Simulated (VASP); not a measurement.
# GaAs (I-4m2) in VASP: a series of runs

The runs below take GaAs through single point, with r2SCAN.

Program: VASP 6.6.1. These are calculated values, not measurements. Logs are shortened: lines on timing, memory, paths and dates and some standing lists are left out, and cuts for length are marked.

## 1. The cell of the first run

The structure is tetragonal, space group I-4m2 (No. 119). Conventional cell: a = 4.007 Å, b = 4.007 Å, c = 5.893 Å, α = 90.00°, β = 90.00°, γ = 90.00°. Ga (site symmetry -4m2) has 4 As at 2.49 Å within 3.3 Å. As (site symmetry -4m2) has 4 Ga at 2.49 Å within 3.3 Å.

## 2. Single point, r2SCAN, non-collinear spin, zero start, spin-orbit coupling (uniaxial z strain +4.0%)

File POSCAR:

```
GaAs
1.0
    0.0000000000      2.8330850955      2.9464084993
    2.8330850955      0.0000000000      2.9464084993
    2.8330850955      2.8330850955      0.0000000000
Ga As
1 1
Direct
    0.0000000000      0.0000000000      0.0000000000
    0.2500000000      0.2500000000      0.2500000000
```

File INCAR.step1:

```
PREC = Accurate
ENCUT = 520
ISMEAR = -1
SIGMA = 0.02
LREAL = F
LASPH = T
NELM = 150
MAGMOM = 0 0 0 0 0 0
LSORBIT = T
GGA_COMPAT = F
NBANDS = 30
GGA = PE
ALGO = Normal
EDIFF = 1E-4
LWAVE = T
LCHARG = F
```

File INCAR.step2:

```
PREC = Accurate
ENCUT = 520
EDIFF = 1E-6
ISMEAR = -1
SIGMA = 0.02
LREAL = F
LASPH = T
NELM = 150
ALGO = Normal
ISIF = 2
LWAVE = F
LCHARG = T
MAGMOM = 0 0 0 0 0 0
LORBIT = 11
LSORBIT = T
GGA_COMPAT = F
LORBMOM = T
METAGGA = R2SCAN
LMIXTAU = T
LVHAR = T
NBANDS = 30
ISTART = 1
```

File KPOINTS:

```
regular mesh
0
Gamma
  8 8 8
```

Potentials or basis: VASP PAW PBE potentials, release 64 (Ga_d, As).

Run with:

```
$ cat potpaw_PBE.64/Ga_d/POTCAR potpaw_PBE.64/As/POTCAR > POTCAR
$ cp INCAR.step1 INCAR
$ mpirun -np 1 vasp_ncl > vasp.out
$ cp INCAR.step2 INCAR
$ mpirun -np 1 vasp_ncl > vasp.out
```

OUTCAR:

```text
PREC = Accurate
   ENCUT = 520
   EDIFF = 1E-6
   ISMEAR = -1
   LREAL = F
   LASPH = T
   NELM = 150
   ISIF = 2
   LORBIT = 11
   LSORBIT = T
   METAGGA = R2SCAN
   ISTART = 1

 ion  position               nearest neighbor table
   1  0.000  0.000  0.000-   2 2.49   2 2.49   2 2.49   2 2.49
   2  0.250  0.250  0.250-   1 2.49   1 2.49   1 2.49   1 2.49

  LATTYP: Found a body centered tetragonal cell.
 ALAT       =     4.0065873654
 C/A-ratio  =     1.4707821049

  Lattice vectors:

 A1 = (  -2.8330850955,   0.0000000000,   2.9464084993)
 A2 = (   2.8330850955,   0.0000000000,   2.9464084993)
 A3 = (   0.0000000000,   2.8330850955,  -2.9464084993)

Analysis of symmetry for initial positions (statically):
=====================================================================
 Subroutine PRICEL returns:
 Original cell was already a primitive cell.

 Routine SETGRP: Setting up the symmetry group for a
 body centered tetragonal supercell.

 Subroutine GETGRP returns: Found  8 space group operations
 (whereof  8 operations were pure point group operations)
 out of a pool of 16 trial point group operations.

The static configuration has the point symmetry D_2d.

Analysis of symmetry for dynamics (positions and initial velocities):
=====================================================================
 Subroutine PRICEL returns:
 Original cell was already a primitive cell.

 Routine SETGRP: Setting up the symmetry group for a
 body centered tetragonal supercell.

 Subroutine GETGRP returns: Found  8 space group operations
 (whereof  8 operations were pure point group operations)
 out of a pool of 16 trial point group operations.

The dynamic configuration has the point symmetry D_2d.

Analysis of structural, dynamic, and magnetic symmetry:
=====================================================================
 Subroutine PRICEL returns:
 Original cell was already a primitive cell.

 Routine SETGRP: Setting up the symmetry group for a
 body centered tetragonal supercell.

 Subroutine GETGRP returns: Found  8 space group operations
 (whereof  8 operations were pure point group operations)
 out of a pool of 16 trial point group operations.

The overall configuration has the point symmetry D_2d.

 Subroutine INISYM returns: Found  8 space group operations
 (whereof  8 operations are pure point group operations),
 and found     1 'primitive' translations

----------------------------------------------------------------------------------------

                                     Primitive cell

  volume of cell :      47.2979

  direct lattice vectors                    reciprocal lattice vectors
     0.000000000  2.833085095  2.946408499    -0.176486051  0.176486051  0.169698126
     2.833085095  0.000000000  2.946408499     0.176486051 -0.176486051  0.169698126
     2.833085095  2.833085095  0.000000000     0.176486051  0.176486051 -0.169698126

  length of vectors
     4.087504643  4.087504643  4.006587365     0.301814688  0.301814688  0.301814688

  position of ions in fractional coordinates (direct lattice)
     0.000000000  0.000000000  0.000000000
     0.250000000  0.250000000  0.250000000

  ion indices of the primitive-cell ions
   primitive index   ion index
                 1           1
                 2           2

----------------------------------------------------------------------------------------

 KPOINTS: regular mesh

Automatic generation of k-mesh.
 Grid dimensions read from file:
 generate k-points for:    8    8    8

 Generating k-lattice:

  Cartesian coordinates                     Fractional coordinates (reciprocal lattice)
[... 96 lines left out ...]
 number of electron      17.9999988 magnetization      -0.0000000     -0.0000000     -0.0000000

 number of electron      17.9999988 magnetization      -0.0000000      0.0000000     -0.0000000

 number of electron      17.9999988 magnetization       0.0000000      0.0000000      0.0000000

 number of electron      17.9999988 magnetization       0.0000000     -0.0000000      0.0000000

 Free energy of the ion-electron system (eV)
  ---------------------------------------------------
  ext. energy  EPLUGINS =         0.00000000
  ---------------------------------------------------
  free energy    TOTEN  =       -27.04531940 eV

  energy without entropy =      -27.04531936  energy(sigma->0) =      -27.04531938

 E-fermi :   3.6612     XC(G=0): -10.0380

 val. band max:        3.4445436796   @ k =   0.0000   0.0000   0.0000
 cond. band min:       3.8777282761   @ k =   0.0000   0.0000   0.0000
 fundamental gap:      0.4331845965
 Fermi energy:         3.6611657104

 k-point     1 :       0.0000    0.0000    0.0000
  band No.  band energies     occupation
      1     -12.1587      1.00000
      2     -12.1587      1.00000
      3     -12.1518      1.00000
      4     -12.1518      1.00000
      5     -11.7253      1.00000
      6     -11.7253      1.00000
[... 781 lines left out ...]
     29      15.7033      0.00000
     30      15.7041      0.00000

 [... further k-points ...]

------------------------ aborting loop because EDIFF is reached ----------------------------------------

  FORCE on cell =-STRESS in cart. coord.  units (eV):
  Direction    XX          YY          ZZ          XY          YZ          ZX
  --------------------------------------------------------------------------------------
  -------------------------------------------------------------------------------------
  Total       -0.4803247     -0.4803247     -1.2957713      0.0000000     -0.0000000      0.0000000
  in kB      -16.2705915    -16.2705915    -43.8931490      0.0000000     -0.0000000      0.0000000
  external PRESSURE =     -25.4781107 kB  Pullay stress =       0.0000000 kB

 VOLUME and BASIS-vectors are now :
 -----------------------------------------------------------------------------
  energy-cutoff  :      520.00
  volume of cell :       47.30
      direct lattice vectors                 reciprocal lattice vectors
     0.000000000  2.833085095  2.946408499    -0.176486051  0.176486051  0.169698126
     2.833085095  0.000000000  2.946408499     0.176486051 -0.176486051  0.169698126
     2.833085095  2.833085095  0.000000000     0.176486051  0.176486051 -0.169698126

 POSITION                                       TOTAL-FORCE (eV/Angst)
 -----------------------------------------------------------------------------------
      0.00000      0.00000      0.00000         0.000000      0.000000      0.000000
      1.41654      1.41654      1.47320         0.000000     -0.000000      0.000000
 -----------------------------------------------------------------------------------
    total drift:                               -0.000002     -0.000002     -0.000002

  FREE ENERGIE OF THE ION-ELECTRON SYSTEM (eV)
  ---------------------------------------------------
  free  energy   TOTEN  =       -27.0453194015 eV

  energy  without entropy=      -27.0453193648  energy(sigma->0) =      -27.04531938

 orbital moment (x)

 # of ion     p       d       tot
 ----------------------------------------
  1        -0.000  -0.000  -0.000
  2         0.000   0.000   0.000
 ----------------------------------------
            0.000  -0.000   0.000

 orbital moment (y)

 # of ion     p       d       tot
 ----------------------------------------
  1        -0.000  -0.000  -0.000
  2         0.000   0.000   0.000
 ----------------------------------------
            0.000  -0.000   0.000

 orbital moment (z)

 # of ion     p       d       tot
 ----------------------------------------
  1         0.000   0.000   0.000
  2         0.000  -0.000  -0.000
 ----------------------------------------
            0.000   0.000   0.000

 Spin-Orbit-Coupling matrix elements

 Ion:    1  E_soc:     -0.0111660
 l=   1
     0.0000000    -0.0010587    -0.0010624
    -0.0010587     0.0000000    -0.0010587
    -0.0010624    -0.0010587     0.0000000
 l=   2
     0.0000000    -0.0001598     0.0000000    -0.0001598    -0.0006420
    -0.0001598     0.0000000    -0.0004810    -0.0001595    -0.0001601
     0.0000000    -0.0004810     0.0000000    -0.0004810     0.0000000
    -0.0001598    -0.0001595    -0.0004810     0.0000000    -0.0001601
    -0.0006420    -0.0001601     0.0000000    -0.0001601     0.0000000
 l=   3
     0.0000000     0.0000000     0.0000000     0.0000000     0.0000000     0.0000000     0.0000000
     0.0000000     0.0000000     0.0000000     0.0000000     0.0000000     0.0000000     0.0000000
     0.0000000     0.0000000     0.0000000     0.0000000     0.0000000     0.0000000     0.0000000
     0.0000000     0.0000000     0.0000000     0.0000000     0.0000000     0.0000000     0.0000000
     0.0000000     0.0000000     0.0000000     0.0000000     0.0000000     0.0000000     0.0000000
     0.0000000     0.0000000     0.0000000     0.0000000     0.0000000     0.0000000     0.0000000
     0.0000000     0.0000000     0.0000000     0.0000000     0.0000000     0.0000000     0.0000000

 Ion:    2  E_soc:     -0.0230270
 l=   1
     0.0000000    -0.0038119    -0.0038685
    -0.0038119     0.0000000    -0.0038119
    -0.0038685    -0.0038119     0.0000000
 l=   2
     0.0000000    -0.0000036     0.0000000    -0.0000036    -0.0000036
    -0.0000036     0.0000000    -0.0000026    -0.0000038    -0.0000008
     0.0000000    -0.0000026     0.0000000    -0.0000026     0.0000000
    -0.0000036    -0.0000038    -0.0000026     0.0000000    -0.0000008
    -0.0000036    -0.0000008     0.0000000    -0.0000008     0.0000000
 l=   3
     0.0000000     0.0000000     0.0000000     0.0000000     0.0000000     0.0000000     0.0000000
     0.0000000     0.0000000     0.0000000     0.0000000     0.0000000     0.0000000     0.0000000
     0.0000000     0.0000000     0.0000000     0.0000000     0.0000000     0.0000000     0.0000000
     0.0000000     0.0000000     0.0000000     0.0000000     0.0000000     0.0000000     0.0000000
     0.0000000     0.0000000     0.0000000     0.0000000     0.0000000     0.0000000     0.0000000
     0.0000000     0.0000000     0.0000000     0.0000000     0.0000000     0.0000000     0.0000000
     0.0000000     0.0000000     0.0000000     0.0000000     0.0000000     0.0000000     0.0000000

 total charge

# of ion       s       p       d       tot
------------------------------------------
    1        0.847   0.750   9.990  11.587
    2        1.207   1.605   0.029   2.841
--------------------------------------------------
tot          2.054   2.355  10.020  14.429

 magnetization (x)

# of ion       s       p       d       tot
------------------------------------------
    1        0.000   0.000   0.000   0.000
    2       -0.000   0.000   0.000  -0.000
--------------------------------------------------
tot          0.000   0.000   0.000   0.000

 magnetization (y)

# of ion       s       p       d       tot
------------------------------------------
    1       -0.000   0.000   0.000  -0.000
    2        0.000   0.000   0.000   0.000
--------------------------------------------------
tot         -0.000   0.000   0.000  -0.000

 magnetization (z)

# of ion       s       p       d       tot
------------------------------------------
    1       -0.000   0.000   0.000  -0.000
    2       -0.000  -0.000   0.000  -0.000
--------------------------------------------------
tot         -0.000   0.000   0.000  -0.000
```

It took 20 min on 1 thread of Intel Xeon 6975P-C, shared host; peak memory 0.44 GiB.

Results:

```
Free energy                                           : -27.0453 eV
Pressure                                              : -2.5 GPa
Net moment                                            : 0.00 μB per cell
Valence electrons inside the program's atomic spheres : Ga 11.59; As 2.84
```

Moments on the atoms (μB; x, y, z):
```
Ga  0.00 0.00 0.00
As  0.00 0.00 0.00
```

Caveat: the cell differs from its parent crystal (uniaxial z strain +4.0%); the PAW data sets were made with another functional, which shifts forces and pressure a little.

(Part 1 of 2 ends here.)
